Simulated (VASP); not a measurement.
# Tb3YPb (P4/mmm) in VASP: single point with PBE

Aim: the single point of Tb3YPb with PBE.

Everything below comes from runs of VASP 6.6.1. Logs are shortened: lines on timing, memory, paths and dates and some standing lists are left out, and cuts for length are marked.

## (1) The cell of the first run

The structure is tetragonal, space group P4/mmm (No. 123). Conventional cell: a = 4.217 Å, b = 4.217 Å, c = 10.355 Å, α = 90.00°, β = 90.00°, γ = 90.00°. Within 4.6 Å of Tb (site symmetry 4mm) lie 1 Y at 3.40 Å and 9 Tb at 3.47 to 4.22 Å and 4 Pb at 4.52 Å. Within 4.6 Å of Tb (site symmetry 4/mmm) lie 12 Tb at 3.47 to 4.22 Å. Y (site symmetry 4/mmm) has 4 Pb at 2.98 Å and 2 Tb at 3.40 Å within 3.9 Å. Within 3.9 Å of Pb (site symmetry 4/mmm) lie 4 Y at 2.98 Å.

The cell was built from a structure type or drawn by symmetry, and may not be a known phase.

## (2) Single point, PBE

Contents of INCAR:

```
PREC = Accurate ; ENCUT = 500
EDIFF = 1E-6 ; ISMEAR = 0
SIGMA = 0.2 ; LREAL = F
LASPH = T ; NELM = 200
ALGO = Normal ; ISIF = 2
LWAVE = F ; LCHARG = T
GGA = PE ; LELF = T
LVHAR = T ; NBANDS = 34
GGA_COMPAT = F ; LMAXMIX = 6
```

Contents of KPOINTS:

```
regular mesh
0
Gamma
  4 4 2
```

Contents of POSCAR:

```
Tb3YPb
1.0
    4.2172848324      0.0000000000      0.0000000000
    0.0000000000      4.2172848324      0.0000000000
    0.0000000000      0.0000000000     10.3550052772
Tb Y Pb
3 1 1
Direct
    0.5000000000      0.5000000000      0.3284951057
    0.5000000000      0.5000000000      0.6715048943
    0.0000000000      0.0000000000      0.5000000000
    0.5000000000      0.5000000000      0.0000000000
    0.0000000000      0.0000000000      0.0000000000
```

Potentials or basis: VASP PAW PBE potentials, release 64 (Tb_3, Y_sv, Pb_d), 4f in core.

Command:

```
cat potpaw_PBE.64/Tb_3/POTCAR potpaw_PBE.64/Y_sv/POTCAR potpaw_PBE.64/Pb_d/POTCAR > POTCAR
mpirun -np 1 vasp_std > vasp.out
```

OUTCAR:

```text
PREC = Accurate
   ENCUT = 500
   EDIFF = 1E-6
   ISMEAR = 0
   LREAL = F
   LASPH = T
   NELM = 200
   ISIF = 2
   GGA = PE

 ion  position               nearest neighbor table
   1  0.500  0.500  0.328-   4 3.40   3 3.47   3 3.47   3 3.47   3 3.47   2 3.55
   2  0.500  0.500  0.672-   4 3.40   3 3.47   3 3.47   3 3.47   3 3.47   1 3.55
   3  0.000  0.000  0.500-   1 3.47   2 3.47   1 3.47   2 3.47   1 3.47   2 3.47   1 3.47   2 3.47

   4  0.500  0.500  0.000-   5 2.98   5 2.98   5 2.98   5 2.98   1 3.40   2 3.40
   5  0.000  0.000  0.000-   4 2.98   4 2.98   4 2.98   4 2.98

  LATTYP: Found a simple tetragonal cell.
 ALAT       =     4.2172848324
 C/A-ratio  =     2.4553725178

  Lattice vectors:

 A1 = (   4.2172848324,   0.0000000000,   0.0000000000)
 A2 = (   0.0000000000,   4.2172848324,   0.0000000000)
 A3 = (   0.0000000000,   0.0000000000,  10.3550052772)

Analysis of symmetry for initial positions (statically):
=====================================================================
 Subroutine PRICEL returns:
 Original cell was already a primitive cell.

 Routine SETGRP: Setting up the symmetry group for a
 simple tetragonal supercell.

 Subroutine GETGRP returns: Found 16 space group operations
 (whereof 16 operations were pure point group operations)
 out of a pool of 16 trial point group operations.

The static configuration has the point symmetry D_4h.

Analysis of symmetry for dynamics (positions and initial velocities):
=====================================================================
 Subroutine PRICEL returns:
 Original cell was already a primitive cell.

 Routine SETGRP: Setting up the symmetry group for a
 simple tetragonal supercell.

 Subroutine GETGRP returns: Found 16 space group operations
 (whereof 16 operations were pure point group operations)
 out of a pool of 16 trial point group operations.

The dynamic configuration has the point symmetry D_4h.

 Subroutine INISYM returns: Found 16 space group operations
 (whereof 16 operations are pure point group operations),
 and found     1 'primitive' translations

----------------------------------------------------------------------------------------

                                     Primitive cell

  volume of cell :     184.1689

  direct lattice vectors                    reciprocal lattice vectors
     4.217284832  0.000000000  0.000000000     0.237119388  0.000000000  0.000000000
     0.000000000  4.217284832  0.000000000     0.000000000  0.237119388  0.000000000
     0.000000000  0.000000000 10.355005277     0.000000000  0.000000000  0.096571655

  length of vectors
     4.217284832  4.217284832 10.355005277     0.237119388  0.237119388  0.096571655

  position of ions in fractional coordinates (direct lattice)
     0.500000000  0.500000000  0.328495106
     0.500000000  0.500000000  0.671504894
     0.000000000  0.000000000  0.500000000
     0.500000000  0.500000000  0.000000000
     0.000000000  0.000000000  0.000000000

  ion indices of the primitive-cell ions
   primitive index   ion index
                 1           1
                 2           2
                 3           3
                 4           4
                 5           5

----------------------------------------------------------------------------------------

 KPOINTS: regular mesh

Automatic generation of k-mesh.
 Grid dimensions read from file:
 generate k-points for:    4    4    2

 Generating k-lattice:

  Cartesian coordinates                     Fractional coordinates (reciprocal lattice)
     0.059279847  0.000000000  0.000000000     0.250000000  0.000000000  0.000000000
     0.000000000  0.059279847  0.000000000     0.000000000  0.250000000  0.000000000
     0.000000000  0.000000000  0.048285828     0.000000000  0.000000000  0.500000000

  Length of vectors
     0.059279847  0.059279847  0.048285828

  Shift w.r.t. Gamma in fractional coordinates (k-lattice)
     0.000000000  0.000000000  0.000000000

 Subroutine IBZKPT returns following result:
 ===========================================

 Found     12 irreducible k-points:

 Following reciprocal coordinates:
            Coordinates               Weight
  0.000000  0.000000  0.000000      1.000000
  0.250000  0.000000  0.000000      4.000000
  0.500000  0.000000  0.000000      2.000000
  0.250000  0.250000  0.000000      4.000000
  0.500000  0.250000  0.000000      4.000000
  0.500000  0.500000  0.000000      1.000000
  0.000000  0.000000  0.500000      1.000000
  0.250000  0.000000  0.500000      4.000000
  0.500000  0.000000  0.500000      2.000000
  0.250000  0.250000  0.500000      4.000000
  0.500000  0.250000  0.500000      4.000000
  0.500000  0.500000  0.500000      1.000000
   k-points           NKPTS =     12   k-points in BZ     NKDIM =     12   number of bands    NBANDS=     34
   number of dos      NEDOS =    301   number of ions     NIONS =      5
   total plane-waves  NPLWV =  81920
   dimension x,y,z NGX =    32 NGY =   32 NGZ =   80
   dimension x,y,z NGXF=    64 NGYF=   64 NGZF=  160
   ions per type =               3   1   1
   NGX,Y,Z   is equivalent  to a cutoff of  12.61, 12.61, 12.84 a.u.
   NGXF,Y,Z  is equivalent  to a cutoff of  25.23, 25.23, 25.69 a.u.
 SYSTEM =  unknown system
   PREC   = accura    normal or accurate (medium, high low for compatibility)
   ISTART =      0    job   : 0-new  1-cont  2-samecut
   ICHARG =      2    charge: 1-file 2-atom 10-const
   ISPIN  =      1    spin polarized calculation?
   LNONCOLLINEAR =      F non collinear calculations
   LSORBIT =      F    spin-orbit coupling
   LASPH  =      T    aspherical Exc in radial PAW
   ENCUT  =  500.0 eV  36.75 Ry    6.06 a.u.   7.69  7.69 18.88*2*pi/ulx,y,z
   NELM   =    200;   NELMIN=  2; NELMDL= -5     # of ELM steps
   EDIFF  = 0.1E-05   stopping-criterion for ELM
   LREAL  =      F    real-space projection
   EDIFFG = 0.1E-04   stopping-criterion for IOM
   NSW    =      0    number of steps for IOM
   IBRION =     -1    ionic relax: 0-MD 1-quasi-New 2-CG
   NFREE  =      0    steps in history (QN), initial steepest desc. (CG)
   ISIF   =      2    stress and relaxation
   ISYM   =      2    0-nonsym 1-usesym 2-fastsym
   POTIM  = 0.5000    time-step for ionic-motion
   TEBEG  =    0.0;   TEEND  =   0.0 temperature during run
   PSTRESS=    0.0 pullay stress
   NELECT =      52.0000    total number of electrons
   NUPDOWN=      -1.0000    fix difference up-down
   EMIN   =  10.00;   EMAX   =-10.00  energy-range for DOS
   EFERMI =   0.00;   METHOD = LEGACY
   ISMEAR =     0;   SIGMA  =   0.20  broadening in eV -4-tet -1-fermi 0-gaus
   EFERMI_NEDOS =   21; number of points for ismear=-14 and -15
   IALGO  =     38    algorithm
   IMIX   =      4    mixing-type and parameters
     AMIX     =   0.40;   BMIX     =  1.00
     AMIX_MAG =   1.60;   BMIX_MAG =  1.00
  volume/ion in A,a.u.               =      36.83       248.57
  Fermi-wavevector in a.u.,A,eV,Ry     =   1.073999  2.029564 15.693965  1.153474
  Thomas-Fermi vector in A             =   2.209815
   LORBIT       =      0    0 simple, 1 ext, 2 COOP (PROOUT), +10 PAW based schemes
   GGA     = PE    functional components
   LHFCALC =     F    Hartree Fock is set to
   AEXX    =    0.0000 exact exchange contribution
   IVDW    =     0    specifies the selected vdW correction
   LEPSILON=     F    determine dielectric tensor
   LRPA    =     F    only Hartree local field effects (RPA)
 non-spin polarized calculation
 Gauss-broadening in eV      SIGMA  =   0.20
  energy-cutoff  :      500.00
  volume of cell :      184.17
 maximum number of plane-waves:      4701
 NGX is ok and might be reduce to    32
   NGX = 15   NGY = 15   NGZ = 37

 number of electron      51.9999994 magnetization

 Free energy of the ion-electron system (eV)
  ---------------------------------------------------
  ext. energy  EPLUGINS =         0.00000000
  ---------------------------------------------------
  free energy    TOTEN  =       -22.05969854 eV

  energy without entropy =      -21.89844730  energy(sigma->0) =      -21.97907292

 E-fermi :   3.0027     XC(G=0):  -9.0975

 val. band max:        2.9995360417   @ k =   0.5000   0.5000   0.5000
 cond. band min:       3.0062395091   @ k =   0.0000   0.0000   0.5000
 fundamental gap:      0.0067034674
 Fermi energy:         3.0027142181

 k-point     1 :       0.0000    0.0000    0.0000
  band No.  band energies     occupation
      1     -39.7377      2.00000
      2     -20.2077      2.00000
      3     -20.2077      2.00000
      4     -20.1876      2.00000
      5     -20.1632      2.00000
      6     -20.1271      2.00000
[... 26 lines left out ...]
     33       5.1372      0.00000
     34       5.1821      0.00000

 k-point     2 :       0.2500    0.0000    0.0000
  band No.  band energies     occupation
      1     -39.7359      2.00000
      2     -20.2518      2.00000
      3     -20.2214      2.00000
      4     -20.1844      2.00000
      5     -20.1768      2.00000
      6     -20.1413      2.00000
[... 26 lines left out ...]
     33       4.7051      0.00000
     34       5.0427      0.00000

 k-point     3 :       0.5000    0.0000    0.0000
  band No.  band energies     occupation
      1     -39.7341      2.00000
      2     -20.2858      2.00000
      3     -20.2639      2.00000
      4     -20.2174      2.00000
      5     -20.1427      2.00000
      6     -20.1354      2.00000
[... 26 lines left out ...]
     33       4.7939      0.00000
     34       5.0011      0.00000
[... 260 lines left out ...]
 k-point    11 :       0.5000    0.2500    0.5000
  band No.  band energies     occupation
      1     -39.7332      2.00000
      2     -20.3146      2.00000
      3     -20.2670      2.00000
      4     -20.2422      2.00000
      5     -20.2130      2.00000
      6     -20.1555      2.00000
[... 26 lines left out ...]
     33       4.9990      0.00000
     34       5.1590      0.00000

 k-point    12 :       0.5000    0.5000    0.5000
  band No.  band energies     occupation
      1     -39.7322      2.00000
      2     -20.3147      2.00000
      3     -20.3147      2.00000
      4     -20.2598      2.00000
      5     -20.1889      2.00000
      6     -20.1889      2.00000
[... 26 lines left out ...]
     33       5.2578      0.00000
     34       5.4320      0.00000

------------------------ aborting loop because EDIFF is reached ----------------------------------------

  FORCE on cell =-STRESS in cart. coord.  units (eV):
  Direction    XX          YY          ZZ          XY          YZ          ZX
  --------------------------------------------------------------------------------------
  -------------------------------------------------------------------------------------
  Total        0.4207505      0.4207505      0.2244404      0.0000000     -0.0000000     -0.0000000
  in kB        3.6603195      3.6603195      1.9525197      0.0000000     -0.0000000     -0.0000000
  external PRESSURE =       3.0910529 kB  Pullay stress =       0.0000000 kB

 VOLUME and BASIS-vectors are now :
 -----------------------------------------------------------------------------
  energy-cutoff  :      500.00
  volume of cell :      184.17
      direct lattice vectors                 reciprocal lattice vectors
     4.217284832  0.000000000  0.000000000     0.237119388  0.000000000  0.000000000
     0.000000000  4.217284832  0.000000000     0.000000000  0.237119388  0.000000000
     0.000000000  0.000000000 10.355005277     0.000000000  0.000000000  0.096571655

 POSITION                                       TOTAL-FORCE (eV/Angst)
 -----------------------------------------------------------------------------------
      2.10864      2.10864      3.40157         0.000000     -0.000000     -0.055980
      2.10864      2.10864      6.95344        -0.000000      0.000000      0.055980
      0.00000      0.00000      5.17750         0.000000     -0.000000      0.000000
      2.10864      2.10864      0.00000         0.000000     -0.000000      0.000000
      0.00000      0.00000      0.00000         0.000000     -0.000000      0.000000
 -----------------------------------------------------------------------------------
    total drift:                                0.000000     -0.000000     -0.000000

  FREE ENERGIE OF THE ION-ELECTRON SYSTEM (eV)
  ---------------------------------------------------
  free  energy   TOTEN  =       -22.0596985366 eV

  energy  without entropy=      -21.8984472967  energy(sigma->0) =      -21.97907292
```

Run time: 44 s. Hardware: 1 thread of Intel Xeon 6975P-C (Granite Rapids), shared host; peak memory 0.32 GiB.

Results:

| Property | Result |
| --- | --- |
| Free energy | -22.0597 eV |
| Pressure | 0.3 GPa |
| Largest force | 0.056 eV/Å |
| Band gap on the k mesh | zero (bands 26 and 27 overlap by 0.76 eV) |

Forces on the atoms (eV/Å):
```
Tb   0.000  0.000 -0.056
Tb   0.000  0.000  0.056
Tb   0.000  0.000  0.000
Y    0.000  0.000  0.000
Pb   0.000  0.000  0.000
```

Caveat: the k points lie up to 0.37 Å⁻¹ apart, too coarse for converged energies and pressures of a metal; spin-orbit coupling is left out, which moves the levels of the heavy elements; the 4f electrons are frozen in the core, so they carry no moment and show no levels.
